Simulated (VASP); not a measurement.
# Zn (P6_3/mmc) in VASP: a series of runs

The runs below take Zn through single point, with r2SCAN.

Everything below comes from runs of VASP 6.6.1. Logs are shortened: lines on timing, memory, paths and dates and some standing lists are left out, and cuts for length are marked.

## 1. The cell of the first run

It takes space group P6_3/mmc (No. 194, hexagonal). Conventional cell: a = 2.602 Å, b = 2.602 Å, c = 4.949 Å, α = 90.00°, β = 90.00°, γ = 120.00°. Zn (site symmetry -6m2) has 12 Zn at 2.60 to 2.89 Å within 3.4 Å.

## 2. Single point, r2SCAN

The input, POSCAR:

```
Zn
1.0
    2.6015746660      0.0000000000      0.0000000000
   -1.3007873330      2.2530297506      0.0000000000
    0.0000000000      0.0000000000      4.9489792956
Zn
2
Direct
    0.3333333333      0.6666666667      0.2500000000
    0.6666666667      0.3333333333      0.7500000000
```

The input, INCAR.step1:

```
SYSTEM = Zn
PREC = Accurate ; ENCUT = 520
ISMEAR = -1 ; SIGMA = 0.15
LREAL = .FALSE. ; LASPH = .TRUE.
NELM = 80 ; NBANDS = 19
GGA = PE ; ALGO = Normal
EDIFF = 1E-4 ; LWAVE = .TRUE.
LCHARG = .FALSE.
```

The input, INCAR.step2:

```
SYSTEM = Zn
PREC = Accurate ; ENCUT = 520
EDIFF = 1E-6 ; ISMEAR = -1
SIGMA = 0.15 ; LREAL = .FALSE.
LASPH = .TRUE. ; NELM = 80
ALGO = Normal ; ISIF = 2
LWAVE = .FALSE. ; LCHARG = .FALSE.
METAGGA = R2SCAN ; LMIXTAU = .TRUE.
NBANDS = 19 ; ISTART = 1
```

The input, KPOINTS:

```
regular mesh
0
G
  18 18 8
  0 0 0
```

Potentials or basis: VASP PAW PBE potentials, release 64 (Zn).

Launch:

```bash
cat potpaw_PBE.64/Zn/POTCAR > POTCAR
cp INCAR.step1 INCAR
mpirun -np 1 vasp_std > vasp.out
cp INCAR.step2 INCAR
mpirun -np 1 vasp_std > vasp.out
```

OUTCAR:

```text
SYSTEM = Zn
   PREC = Accurate
   ENCUT = 520
   EDIFF = 1E-6
   ISMEAR = -1
   LREAL = .FALSE.
   LASPH = .TRUE.
   NELM = 80
   ISIF = 2
   METAGGA = R2SCAN
   ISTART = 1

 ion  position               nearest neighbor table
   1  0.333  0.667  0.250-   2 2.89   2 2.89   2 2.89   2 2.89   2 2.89   2 2.89
   2  0.667  0.333  0.750-   1 2.89   1 2.89   1 2.89   1 2.89   1 2.89   1 2.89

  LATTYP: Found a hexagonal cell.
 ALAT       =     2.6015746660
 C/A-ratio  =     1.9023014639

  Lattice vectors:

 A1 = (   2.6015746660,   0.0000000000,   0.0000000000)
 A2 = (  -1.3007873330,   2.2530297506,   0.0000000000)
 A3 = (   0.0000000000,   0.0000000000,   4.9489792956)

Analysis of symmetry for initial positions (statically):
=====================================================================
 Subroutine PRICEL returns:
 Original cell was already a primitive cell.

 Routine SETGRP: Setting up the symmetry group for a
 hexagonal supercell.

 Subroutine GETGRP returns: Found 24 space group operations
 (whereof 12 operations were pure point group operations)
 out of a pool of 24 trial point group operations.

The static configuration has the point symmetry D_3d.
 The point group associated with its full space group is D_6h.

Analysis of symmetry for dynamics (positions and initial velocities):
=====================================================================
 Subroutine PRICEL returns:
 Original cell was already a primitive cell.

 Routine SETGRP: Setting up the symmetry group for a
 hexagonal supercell.

 Subroutine GETGRP returns: Found 24 space group operations
 (whereof 12 operations were pure point group operations)
 out of a pool of 24 trial point group operations.

The dynamic configuration has the point symmetry D_3d.
 The point group associated with its full space group is D_6h.

 Subroutine INISYM returns: Found 24 space group operations
 (whereof 12 operations are pure point group operations),
 and found     1 'primitive' translations

----------------------------------------------------------------------------------------

                                     Primitive cell

  volume of cell :      29.0081

  direct lattice vectors                    reciprocal lattice vectors
     2.601574666  0.000000000  0.000000000     0.384382587  0.221923390  0.000000000
    -1.300787333  2.253029751  0.000000000     0.000000000  0.443846780  0.000000000
     0.000000000  0.000000000  4.948979296     0.000000000  0.000000000  0.202061868

  length of vectors
     2.601574666  2.601574666  4.948979296     0.443846780  0.443846780  0.202061868

  position of ions in fractional coordinates (direct lattice)
     0.333333333  0.666666667  0.250000000
     0.666666667  0.333333333  0.750000000

  ion indices of the primitive-cell ions
   primitive index   ion index
                 1           1
                 2           2

----------------------------------------------------------------------------------------

 KPOINTS: regular mesh

Automatic generation of k-mesh.
 Grid dimensions read from file:
 generate k-points for:   18   18    8

 Generating k-lattice:

  Cartesian coordinates                     Fractional coordinates (reciprocal lattice)
     0.021354588  0.012329077  0.000000000     0.055555556 -0.000000000  0.000000000
     0.000000000  0.024658154  0.000000000     0.000000000  0.055555556  0.000000000
     0.000000000  0.000000000  0.025257733     0.000000000  0.000000000  0.125000000

  Length of vectors
     0.024658154  0.024658154  0.025257733

  Shift w.r.t. Gamma in fractional coordinates (k-lattice)
     0.000000000  0.000000000  0.000000000

 Subroutine IBZKPT returns following result:
 ===========================================

 Found    185 irreducible k-points:

 Following reciprocal coordinates:
            Coordinates               Weight
  0.000000  0.000000  0.000000      1.000000
  0.055556  0.000000  0.000000      6.000000
  0.111111  0.000000  0.000000      6.000000
  0.166667  0.000000  0.000000      6.000000
  0.222222  0.000000  0.000000      6.000000
  0.277778  0.000000  0.000000      6.000000
[... 16 lines left out ...]
  0.333333  0.111111  0.000000     12.000000
  0.388889  0.111111  0.000000     12.000000
 [... further k-points ...]
   k-points           NKPTS =    185   k-points in BZ     NKDIM =    185   number of bands    NBANDS=     19
   number of dos      NEDOS =    301   number of ions     NIONS =      2
   total plane-waves  NPLWV =  16000
   dimension x,y,z NGX =    20 NGY =   20 NGZ =   40
   dimension x,y,z NGXF=    40 NGYF=   40 NGZF=   80
   ions per type =               2
   NGX,Y,Z   is equivalent  to a cutoff of  12.78, 12.78, 13.44 a.u.
   NGXF,Y,Z  is equivalent  to a cutoff of  25.56, 25.56, 26.87 a.u.
 SYSTEM =  Zn
   PREC   = accura    normal or accurate (medium, high low for compatibility)
   ISTART =      1    job   : 0-new  1-cont  2-samecut
   ICHARG =      0    charge: 1-file 2-atom 10-const
   ISPIN  =      1    spin polarized calculation?
   LNONCOLLINEAR =      F non collinear calculations
   LSORBIT =      F    spin-orbit coupling
   LASPH  =      T    aspherical Exc in radial PAW
   ENCUT  =  520.0 eV  38.22 Ry    6.18 a.u.   4.84  4.84  9.20*2*pi/ulx,y,z
   NELM   =     80;   NELMIN=  2; NELMDL=  0     # of ELM steps
   EDIFF  = 0.1E-05   stopping-criterion for ELM
   LREAL  =      F    real-space projection
   EDIFFG = 0.1E-04   stopping-criterion for IOM
   NSW    =      0    number of steps for IOM
   IBRION =     -1    ionic relax: 0-MD 1-quasi-New 2-CG
   NFREE  =      0    steps in history (QN), initial steepest desc. (CG)
   ISIF   =      2    stress and relaxation
   ISYM   =      2    0-nonsym 1-usesym 2-fastsym
   POTIM  = 0.5000    time-step for ionic-motion
   TEBEG  =    0.0;   TEEND  =   0.0 temperature during run
   PSTRESS=    0.0 pullay stress
   NELECT =      24.0000    total number of electrons
   NUPDOWN=      -1.0000    fix difference up-down
   EMIN   =  10.00;   EMAX   =-10.00  energy-range for DOS
   EFERMI =   0.00;   METHOD = LEGACY
   ISMEAR =    -1;   SIGMA  =   0.15  broadening in eV -4-tet -1-fermi 0-gaus
   EFERMI_NEDOS =   21; number of points for ismear=-14 and -15
   IALGO  =     38    algorithm
   IMIX   =      4    mixing-type and parameters
     AMIX     =   0.40;   BMIX     =  1.00
     AMIX_MAG =   1.60;   BMIX_MAG =  1.00
  volume/ion in A,a.u.               =      14.50        97.88
  Fermi-wavevector in a.u.,A,eV,Ry     =   1.536876  2.904275 32.136815  2.361989
  Thomas-Fermi vector in A             =   2.643464
   LORBIT       =      0    0 simple, 1 ext, 2 COOP (PROOUT), +10 PAW based schemes
   METAGGA = R2SCAN    functional components
   LHFCALC =     F    Hartree Fock is set to
   AEXX    =    0.0000 exact exchange contribution
   IVDW    =     0    specifies the selected vdW correction
   LEPSILON=     F    determine dielectric tensor
   LRPA    =     F    only Hartree local field effects (RPA)
 non-spin polarized calculation
  energy-cutoff  :      520.00
  volume of cell :       29.01
 maximum number of plane-waves:       795
 NGX is ok and might be reduce to    20
   NGX =  9   NGY =  9   NGZ = 19

 number of electron      24.0000025 magnetization

 Free energy of the ion-electron system (eV)
  ---------------------------------------------------
  ext. energy  EPLUGINS =         0.00000000
  ---------------------------------------------------
  free energy    TOTEN  =       -17.81517247 eV

  energy without entropy =      -17.78902819  energy(sigma->0) =      -17.80210033

 E-fermi :   3.3656     XC(G=0): -12.9071

 val. band max:        3.3256847167   @ k =   0.0000   0.0000   0.2500
 cond. band min:       3.4015771673   @ k =   0.2222   0.0556   0.1250
 fundamental gap:      0.0758924506
 Fermi energy:         3.3656400957

 k-point     1 :       0.0000    0.0000    0.0000
  band No.  band energies     occupation
      1      -7.9430      2.00000
      2      -5.9389      2.00000
      3      -5.1032      2.00000
      4      -4.8096      2.00000
      5      -4.8095      2.00000
      6      -4.7597      2.00000
[... 11 lines left out ...]
     18      24.2478      0.00000
     19      24.5023      0.00000

 k-point     2 :       0.0556    0.0000    0.0000
  band No.  band energies     occupation
      1      -7.8418      2.00000
      2      -5.8909      2.00000
      3      -5.0911      2.00000
      4      -4.8219      2.00000
      5      -4.7848      2.00000
      6      -4.7721      2.00000
[... 11 lines left out ...]
     18      23.2462      0.00000
     19      25.6056      0.00000

 k-point     3 :       0.1111    0.0000    0.0000
  band No.  band energies     occupation
      1      -7.5420      2.00000
      2      -5.7593      2.00000
      3      -5.0612      2.00000
      4      -4.8517      2.00000
      5      -4.7994      2.00000
      6      -4.7128      2.00000
[... 11 lines left out ...]
     18      22.2517      0.00000
     19      24.2775      0.00000

 k-point     4 :       0.1667    0.0000    0.0000
  band No.  band energies     occupation
      1      -7.0587      2.00000
      2      -5.5863      2.00000
      3      -5.0334      2.00000
      4      -4.8892      2.00000
      5      -4.7898      2.00000
      6      -4.6663      2.00000
[... 11 lines left out ...]
     18      20.9992      0.00000
     19      21.9467      0.00000

 k-point     5 :       0.2222    0.0000    0.0000
  band No.  band energies     occupation
      1      -6.4426      2.00000
      2      -5.4594      2.00000
      3      -4.9909      2.00000
      4      -4.9057      2.00000
      5      -4.8733      2.00000
      6      -4.6759      2.00000
[... 11 lines left out ...]
     18      19.9580      0.00000
     19      20.4637      0.00000
[... 334 lines left out ...]
      2      -5.3312      2.00000
      3      -5.0680      2.00000
      4      -4.9620      2.00000
      5      -4.8938      2.00000
      6      -4.7082      2.00000
[... 11 lines left out ...]
     18      19.0772      0.00000
     19      20.0462      0.00000

 k-point    22 :       0.2778    0.1111    0.0000
  band No.  band energies     occupation
      1      -5.4636      2.00000
      2      -5.3805      2.00000
      3      -5.1878      2.00000
      4      -4.8052      2.00000
      5      -4.7676      2.00000
      6      -4.7172      2.00000
[... 11 lines left out ...]
     18      18.3972      0.00000
     19      19.5822      0.00000

 k-point    23 :       0.3333    0.1111    0.0000
  band No.  band energies     occupation
      1      -5.5029      2.00000
      2      -5.4152      2.00000
      3      -5.2723      2.00000
      4      -4.8124      2.00000
      5      -4.7113      2.00000
      6      -4.6164      2.00000
[... 11 lines left out ...]
     18      17.8851      0.00000
     19      19.1571      0.00000

 k-point    24 :       0.3889    0.1111    0.0000
  band No.  band energies     occupation
      1      -5.5477      2.00000
      2      -5.4461      2.00000
      3      -5.3220      2.00000
      4      -4.8400      2.00000
      5      -4.6532      2.00000
      6      -4.6527      2.00000
[... 11 lines left out ...]
     18      17.5676      0.00000
     19      18.8925      0.00000

 [... further k-points ...]
[... 5 lines left out ...]
  --------------------------------------------------------------------------------------
  -------------------------------------------------------------------------------------
  Total        0.1122497      0.1122497      0.0260406      0.0000000      0.0000000      0.0000000
  in kB        6.1997885      6.1997885      1.4382757      0.0000000      0.0000000      0.0000000
  external PRESSURE =       4.6126175 kB  Pullay stress =       0.0000000 kB

 VOLUME and BASIS-vectors are now :
 -----------------------------------------------------------------------------
  energy-cutoff  :      520.00
  volume of cell :       29.01
      direct lattice vectors                 reciprocal lattice vectors
     2.601574666  0.000000000  0.000000000     0.384382587  0.221923390  0.000000000
    -1.300787333  2.253029751  0.000000000     0.000000000  0.443846780  0.000000000
     0.000000000  0.000000000  4.948979296     0.000000000  0.000000000  0.202061868

 POSITION                                       TOTAL-FORCE (eV/Angst)
 -----------------------------------------------------------------------------------
     -0.00000      1.50202      1.23724        -0.000000     -0.000000      0.000000
      1.30079      0.75101      3.71173         0.000000      0.000000      0.000000
 -----------------------------------------------------------------------------------
    total drift:                               -0.000000      0.000000      0.000000

  FREE ENERGIE OF THE ION-ELECTRON SYSTEM (eV)
  ---------------------------------------------------
  free  energy   TOTEN  =       -17.8151724660 eV

  energy  without entropy=      -17.7890281857  energy(sigma->0) =      -17.80210033
```

Run time: 5.3 min. Hardware: 1 thread of Intel Xeon Platinum 8488C (Sapphire Rapids), shared host; peak memory 0.2 GiB.

Results:

```
Free energy            : -17.8152 eV
Pressure               : 0.5 GPa
Band gap on the k mesh : zero (band 12 reaches 5.09 eV, above the bottom of band 13 at -0.07 eV)
```

Levels at points of the mesh, in eV from the Fermi level:
| k point | band 10 | band 11 | band 12 | band 13 | band 14 | band 15 |
| --- | --- | --- | --- | --- | --- | --- |
| (0.00, 0.00, 0.00) | -7.52 | -7.52 | -4.19 | -3.43 | 13.90 | 17.68 |
| (0.50, 0.00, 0.00) | -7.28 | -3.11 | -2.19 | 2.74 | 3.78 | 4.56 |
| (0.00, 0.00, 0.50) | -7.61 | -7.61 | -7.61 | 4.46 | 4.46 | 21.00 |
| (0.50, 0.00, 0.50) | -7.28 | -2.16 | -2.16 | 0.42 | 0.42 | 10.72 |

Caveat: the PAW data sets were made with another functional, which shifts forces and pressure a little.

(Part 1 of 2 ends here.)
